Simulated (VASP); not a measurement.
# Ti: single point with r2SCAN

Ti:

```xyz
2
Lattice="2.9351 0.0000 0.0000 -1.4675 2.5419 0.0000 0.0000 0.0000 4.8008" Properties=species:S:1:pos:R:3 pbc="T T T"
Ti    0.0000    1.6946    1.2002
Ti    1.4675    0.8473    3.6006
```

This cell differs from its parent crystal: normal strain along x +0.0000, normal strain along z +0.0350.

```
Program                : VASP 6.6.1
Task                   : single point
Functional             : r2SCAN
Potentials or basis    : VASP PAW PBE potentials, release 64 (Ti_sv)
Cutoff                 : 520 eV
k mesh                 : 18 × 18 × 10
Occupations            : methfessel-paxton, width 0.05 eV
Spin                   : no spin polarisation
Dipole correction      : no
Further INCAR settings : ALGO = Normal; EDIFF = 1e-06; NBANDS = 19
```

The pressure is -3.4 GPa and the band gap on the k mesh is zero (bands 12 and 13 overlap by 1.10 eV).

Stress tensor (GPa, compression positive):
```
-2.06  0.00  0.00
 0.00 -2.06  0.00
 0.00  0.00 -6.20
```

Levels at points of the mesh, in eV from the Fermi level:
```tsv
k point	band 10	band 11	band 12	band 13	band 14	band 15
(0.00, 0.00, 0.00)	-2.81	0.17	0.74	0.89	0.89	1.34
(0.50, 0.00, 0.00)	-2.18	-1.90	-0.74	0.55	0.77	1.09
(0.00, 0.00, 0.50)	-4.73	-0.07	-0.07	0.85	0.85	0.85
(0.50, 0.00, 0.50)	-2.60	-0.90	-0.90	1.19	1.19	1.94
```

Run time: 7.2 min on 1 thread of Intel(R) Xeon(R) Platinum 8259CL CPU @ 2.50GHz (Skylake/Cascade Lake), on a shared host, peak memory 0.25 GiB.

Caveat: the cell differs from its parent crystal (normal strain along x +0.0000, normal strain along z +0.0350); the cell stands under tension; the PAW data sets were made with another functional, which shifts forces and pressure a little.
